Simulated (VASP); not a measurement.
# CoSn (P6/mmm) in VASP: a series of runs

Runs on CoSn. Level: PBE+D3(BJ). Tasks: single point, relaxation of cell and atoms.

Everything below comes from runs of VASP 6.6.1. Logs are shortened: lines on timing, memory, paths and dates and some standing lists are left out, and cuts for length are marked.

## (1) The cell of the first run

Symmetry: P6/mmm, No. 191, hexagonal system. Conventional cell: a = 5.241 Å, b = 5.241 Å, c = 4.186 Å, α = 90.00°, β = 90.00°, γ = 120.00°. Within 3.4 Å of Co (site symmetry mmm) lie 6 Sn at 2.58 to 2.62 Å and 4 Co at 2.62 Å. Sn (site symmetry -6m2) has 6 Co at 2.58 Å and 3 Sn at 3.03 Å within 3.4 Å. Within 3.5 Å of Sn (site symmetry 6/mmm) lie 6 Co at 2.62 Å.

## (2) Single point, PBE+D3(BJ)

INCAR

```
PREC = Accurate ; ENCUT = 520
EDIFF = 1E-7 ; ISMEAR = 0
SIGMA = 0.1 ; LREAL = False
LASPH = True ; NELM = 100
ALGO = Normal ; ISIF = 2
LWAVE = False ; LCHARG = False
GGA = PE ; IVDW = 12
NBANDS = 44
```

KPOINTS

```
regular mesh
0
Gamma
  9 9 8
```

POSCAR

```
CoSn
1.0
    5.2407130374      0.0000000000      0.0000000000
   -2.6203565187      4.5385906243      0.0000000000
    0.0000000000      0.0000000000      4.1859569667
Co Sn
3 3
Direct
    0.0000000000      0.5000000000      0.0000000000
    0.5000000000      0.5000000000      0.0000000000
    0.5000000000      0.0000000000      0.0000000000
    0.6666666667      0.3333333333      0.5000000000
    0.3333333333      0.6666666667      0.5000000000
    0.0000000000      0.0000000000      0.0000000000
```

Potentials or basis: VASP PAW PBE potentials, release 64 (Co, Sn_d).

The run is started by

```
> cat potpaw_PBE.64/Co/POTCAR potpaw_PBE.64/Sn_d/POTCAR > POTCAR
> mpirun -np 1 vasp_std > vasp.out
```

OUTCAR:

```text
PREC = Accurate
   ENCUT = 520
   EDIFF = 1E-7
   ISMEAR = 0
   LREAL = False
   LASPH = True
   NELM = 100
   ISIF = 2
   GGA = PE
   IVDW = 12
 IVDW          = 12

 ion  position               nearest neighbor table
   1  0.000  0.500  0.000-   4 2.58   5 2.58   4 2.58   5 2.58   3 2.62   6 2.62   6 2.62   3 2.62
                             2 2.62   2 2.62
   2  0.500  0.500  0.000-   4 2.58   5 2.58   4 2.58   5 2.58   3 2.62   6 2.62   3 2.62   6 2.62
                             1 2.62   1 2.62
   3  0.500  0.000  0.000-   4 2.58   5 2.58   4 2.58   5 2.58   1 2.62   2 2.62   2 2.62   1 2.62
                             6 2.62   6 2.62
   4  0.667  0.333  0.500-   3 2.58   3 2.58   1 2.58   1 2.58   2 2.58   2 2.58   5 3.03   5 3.03
                             5 3.03   6 3.68   6 3.68   6 3.68   6 3.68   6 3.68   6 3.68
   5  0.333  0.667  0.500-   3 2.58   3 2.58   1 2.58   1 2.58   2 2.58   2 2.58   4 3.03   4 3.03
                             4 3.03   6 3.68   6 3.68   6 3.68   6 3.68   6 3.68   6 3.68
   6  0.000  0.000  0.000-   1 2.62   2 2.62   1 2.62   2 2.62   3 2.62   3 2.62   5 3.68   4 3.68
                             5 3.68   4 3.68   4 3.68   4 3.68   5 3.68   5 3.68   4 3.68   5 3.68

  LATTYP: Found a hexagonal cell.
 ALAT       =     5.2407130374
 C/A-ratio  =     0.7987380604

  Lattice vectors:

 A1 = (   5.2407130374,   0.0000000000,   0.0000000000)
 A2 = (  -2.6203565187,   4.5385906243,   0.0000000000)
 A3 = (   0.0000000000,   0.0000000000,   4.1859569667)

Analysis of symmetry for initial positions (statically):
=====================================================================
 Subroutine PRICEL returns:
 Original cell was already a primitive cell.

 Routine SETGRP: Setting up the symmetry group for a
 hexagonal supercell.

 Subroutine GETGRP returns: Found 24 space group operations
 (whereof 24 operations were pure point group operations)
 out of a pool of 24 trial point group operations.

The static configuration has the point symmetry D_6h.

Analysis of symmetry for dynamics (positions and initial velocities):
=====================================================================
 Subroutine PRICEL returns:
 Original cell was already a primitive cell.

 Routine SETGRP: Setting up the symmetry group for a
 hexagonal supercell.

 Subroutine GETGRP returns: Found 24 space group operations
 (whereof 24 operations were pure point group operations)
 out of a pool of 24 trial point group operations.

The dynamic configuration has the point symmetry D_6h.

 Subroutine INISYM returns: Found 24 space group operations
 (whereof 24 operations are pure point group operations),
 and found     1 'primitive' translations

[... 108 lines left out ...]
   ISIF   =      2    stress and relaxation
   ISYM   =      2    0-nonsym 1-usesym 2-fastsym
   POTIM  = 0.5000    time-step for ionic-motion
   TEBEG  =    0.0;   TEEND  =   0.0 temperature during run
   PSTRESS=    0.0 pullay stress
   NELECT =      69.0000    total number of electrons
   NUPDOWN=      -1.0000    fix difference up-down
   EMIN   =  10.00;   EMAX   =-10.00  energy-range for DOS
   EFERMI =   0.00;   METHOD = LEGACY
   ISMEAR =     0;   SIGMA  =   0.10  broadening in eV -4-tet -1-fermi 0-gaus
   EFERMI_NEDOS =   21; number of points for ismear=-14 and -15
   IALGO  =     38    algorithm
   IMIX   =      4    mixing-type and parameters
     AMIX     =   0.40;   BMIX     =  1.00
     AMIX_MAG =   1.60;   BMIX_MAG =  1.00
  volume/ion in A,a.u.               =      16.59       111.98
  Fermi-wavevector in a.u.,A,eV,Ry     =   1.448736  2.737713 28.556383  2.098835
  Thomas-Fermi vector in A             =   2.566543
   LORBIT       =      0    0 simple, 1 ext, 2 COOP (PROOUT), +10 PAW based schemes
   GGA     = PE    functional components
   LHFCALC =     F    Hartree Fock is set to
   AEXX    =    0.0000 exact exchange contribution
   IVDW    =    12    specifies the selected vdW correction
   LEPSILON=     F    determine dielectric tensor
   LRPA    =     F    only Hartree local field effects (RPA)
 non-spin polarized calculation
 Gauss-broadening in eV      SIGMA  =   0.10
  energy-cutoff  :      520.00
  volume of cell :       99.56
 maximum number of plane-waves:      2703
 NGX is ok and might be reduce to    40
   NGX = 19   NGY = 19   NGZ = 15

 number of electron      69.0000004 magnetization

 Free energy of the ion-electron system (eV)
  ---------------------------------------------------
  ext. energy  EPLUGINS =         0.00000000
  ---------------------------------------------------
  free energy    TOTEN  =       -33.21849163 eV

  energy without entropy =      -33.20652466  energy(sigma->0) =      -33.21250814

 E-fermi :  10.1796     XC(G=0): -11.8717

 val. band max:       10.1697970679   @ k =   0.3333   0.0000   0.1250
 cond. band min:      10.2404575714   @ k =   0.4444   0.1111   0.2500
 fundamental gap:      0.0706605035
 Fermi energy:        10.1795786801

 k-point     1 :       0.0000    0.0000    0.0000
  band No.  band energies     occupation
      1     -11.3289      2.00000
      2     -11.2136      2.00000
      3     -11.2136      2.00000
      4     -11.1988      2.00000
      5     -11.1988      2.00000
      6     -11.1057      2.00000
[... 1117 lines left out ...]
     43      16.8771      0.00000
     44      17.0175      0.00000

 [... further k-points ...]

------------------------ aborting loop because EDIFF is reached ----------------------------------------

 Edisp (eV)   -2.60635

 E8    (eV) :    -1.2109

  FORCE on cell =-STRESS in cart. coord.  units (eV):
  Direction    XX          YY          ZZ          XY          YZ          ZX
  --------------------------------------------------------------------------------------
  -------------------------------------------------------------------------------------
  Total      -0.03065    -0.03065    -0.08760     0.00000     0.00000     0.00000
  in kB      -0.49326    -0.49326    -1.40968     0.00000     0.00000     0.00000
  external pressure =       -0.80 kB  Pullay stress =        0.00 kB

 VOLUME and BASIS-vectors are now :
 -----------------------------------------------------------------------------
  energy-cutoff  :      520.00
  volume of cell :       99.56
      direct lattice vectors                 reciprocal lattice vectors
     5.240713037  0.000000000  0.000000000     0.190813730  0.110166358  0.000000000
    -2.620356519  4.538590624  0.000000000     0.000000000  0.220332716  0.000000000
     0.000000000  0.000000000  4.185956967     0.000000000  0.000000000  0.238893999

 POSITION                                       TOTAL-FORCE (eV/Angst)
 -----------------------------------------------------------------------------------
     -1.31018      2.26930      0.00000        -0.000000      0.000000      0.000000
      1.31018      2.26930      0.00000        -0.000000      0.000000      0.000000
      2.62036      0.00000      0.00000        -0.000000      0.000000      0.000000
      2.62036      1.51286      2.09298        -0.000000     -0.000000      0.000000
     -0.00000      3.02573      2.09298         0.000000     -0.000000      0.000000
      0.00000      0.00000      0.00000        -0.000000      0.000000      0.000000
 -----------------------------------------------------------------------------------
    total drift:                               -0.000000      0.000000     -0.000000

  FREE ENERGIE OF THE ION-ELECTRON SYSTEM (eV)
  ---------------------------------------------------
  free  energy   TOTEN  =       -35.8248459123 eV

  energy  without entropy=      -35.8128789408  energy(sigma->0) =      -35.81886243
```

OSZICAR:

```text
N       E                     dE             d eps       ncg     rms          rms(c)
DAV:   1     0.693731042717E+03    0.69373E+03   -0.31299E+04  5344   0.250E+03
DAV:   2     0.729010465286E+02   -0.62083E+03   -0.60197E+03  5280   0.607E+02
DAV:   3    -0.302698907953E+02   -0.10317E+03   -0.10020E+03  5392   0.224E+02
DAV:   4    -0.355963292034E+02   -0.53264E+01   -0.52862E+01  5960   0.569E+01
DAV:   5    -0.357609439378E+02   -0.16461E+00   -0.16456E+00  7300   0.914E+00    0.147E+01
DAV:   6    -0.370134513740E+02   -0.12525E+01   -0.24626E+01  6128   0.497E+01    0.147E+01
DAV:   7    -0.334555402754E+02    0.35579E+01   -0.14065E+01  6004   0.384E+01    0.503E+00
DAV:   8    -0.332359376928E+02    0.21960E+00   -0.13274E+00  5772   0.833E+00    0.124E+00
DAV:   9    -0.332195181088E+02    0.16420E-01   -0.13871E-01  6112   0.404E+00    0.375E-01
DAV:  10    -0.332189822737E+02    0.53584E-03   -0.14064E-02  5920   0.999E-01    0.226E-01
DAV:  11    -0.332184232645E+02    0.55901E-03   -0.12152E-03  6728   0.320E-01    0.762E-02
DAV:  12    -0.332184907859E+02   -0.67521E-04   -0.23062E-04  6300   0.104E-01    0.233E-02
DAV:  13    -0.332184926459E+02   -0.18600E-05   -0.21902E-05  6392   0.449E-02    0.786E-03
DAV:  14    -0.332184924518E+02    0.19408E-06   -0.32030E-06  6020   0.155E-02    0.226E-03
DAV:  15    -0.332184916700E+02    0.78179E-06   -0.45640E-07  5296   0.535E-03    0.893E-04
DAV:  16    -0.332184916296E+02    0.40412E-07   -0.50815E-08  3220   0.213E-03
   1 F= -.35824846E+02 E0= -.35818862E+02  d E =-.119670E-01
```

Run time: 2.1 min. Hardware: 1 thread of Intel Xeon 6975P-C (Granite Rapids), shared host; peak memory 0.35 GiB.

Results:

```yaml
Free_energy: -35.8248 eV
Pressure: -0.1 GPa
Dispersion_energy_per_atom: -0.434 eV
```

Stress tensor (GPa, compression positive):
```
-0.05  0.00  0.00
 0.00 -0.05  0.00
 0.00  0.00 -0.14
```

Levels at points of the mesh, in eV from the Fermi level:
```tsv
k point	band 31	band 32	band 33	band 34	band 35	band 36	band 37	band 38
(0.00, 0.00, 0.00)	-0.43	-0.43	-0.40	-0.40	0.55	0.67	1.43	1.43
(0.00, 0.00, 0.50)	-0.93	-0.50	-0.48	-0.48	-0.39	-0.39	-0.13	0.55
```

Caveat: spin-orbit coupling is left out, which moves the levels of the heavy elements; pairwise dispersion overbinds metals, which lowers pressure and volume.

## (3) Relaxation of cell and atoms, PBE+D3(BJ)

This run uses another cell than the first one, of 17.13 Å³/atom, 1.032 times its volume.

INCAR

```
SYSTEM = CoSn
PREC = Accurate ; ENCUT = 600
EDIFF = 1E-6 ; ISMEAR = 0
SIGMA = 0.1 ; LREAL = .False.
LASPH = .True. ; NELM = 100
ALGO = Normal ; ISIF = 3
LWAVE = .False. ; LCHARG = .False.
GGA = PE ; IVDW = 12
IBRION = 2 ; NSW = 70
EDIFFG = -0.005
```

KPOINTS

```
regular mesh
0
Gamma
  9 9 8
  0 0 0
```

Edit POSCAR of step 2 so:

```diff
@@ -2,5 +2,5 @@
 1.0
-    5.2407130374      0.0000000000      0.0000000000
-   -2.6203565187      4.5385906243      0.0000000000
-    0.0000000000      0.0000000000      4.1859569667
+    5.2966106598      0.0000000000      0.0000000000
+   -2.6483053299      4.5869993854      0.0000000000
+    0.0000000000      0.0000000000      4.2302439068
 Co Sn
```

Potentials or basis: VASP PAW PBE potentials, release 64 (Co, Sn_d).

The run is started by

```
> cat potpaw_PBE.64/Co/POTCAR potpaw_PBE.64/Sn_d/POTCAR > POTCAR
> mpirun -np 1 vasp_std > vasp.out
```

Wall time 5.9 min (1 thread of Intel Xeon 6975P-C (Granite Rapids), shared host); peak memory 0.43 GiB.

It converged, with:

* Free energy: -35.8254 eV
* Relaxed volume: 16.59 Å³/atom
* Relaxed cell: a = 5.240 Å, b = 5.240 Å, c = 4.184 Å, α = 90.00°, β = 90.00°, γ = 120.00°
* Space group after relaxing (to 0.05 Å): P6/mmm (No. 191)
* Energy gained by relaxing: 7.3 meV/atom
* Ionic steps: 3
* Pressure after relaxing: 0.0 GPa
* Dispersion energy per atom: -0.435 eV

Step by step:
| step | energy change (eV) | largest force (eV/Å) | pressure (GPa) | volume (Å³) |
| --- | --- | --- | --- | --- |
| 1 | 0.0000 | 0.0000 | -4.15 | 102.78 |
| 2 | 0.0033 | 0.0000 | 4.93 | 96.32 |
| 3 | -0.0440 | 0.0000 | -0.02 | 99.52 |

Final structure:
```yaml
crystal:
  lattice:
    - [5.24036, 0.00000, 0.00000]
    - [-2.62018, 4.53829, 0.00000]
    - [0.00000, 0.00000, 4.18449]
  atoms:
    - { symbol: Co, position: [0.00000, 0.50000, 0.00000] }
    - { symbol: Co, position: [0.50000, 0.50000, 0.00000] }
    - { symbol: Co, position: [0.50000, 0.00000, 0.00000] }
    - { symbol: Sn, position: [0.66667, 0.33333, 0.50000] }
    - { symbol: Sn, position: [0.33333, 0.66667, 0.50000] }
    - { symbol: Sn, position: [0.00000, 0.00000, 0.00000] }
```

Levels at points of the mesh, in eV from the Fermi level:
| k point | band 32 | band 33 | band 34 | band 35 | band 36 | band 37 |
| --- | --- | --- | --- | --- | --- | --- |
| (0.00, 0.00, 0.00) | -0.43 | -0.40 | -0.40 | 0.55 | 0.67 | 1.43 |
| (0.00, 0.00, 0.50) | -0.50 | -0.49 | -0.49 | -0.39 | -0.39 | -0.14 |

Caveat: spin-orbit coupling is left out, which moves the levels of the heavy elements; pairwise dispersion overbinds metals, which lowers pressure and volume.
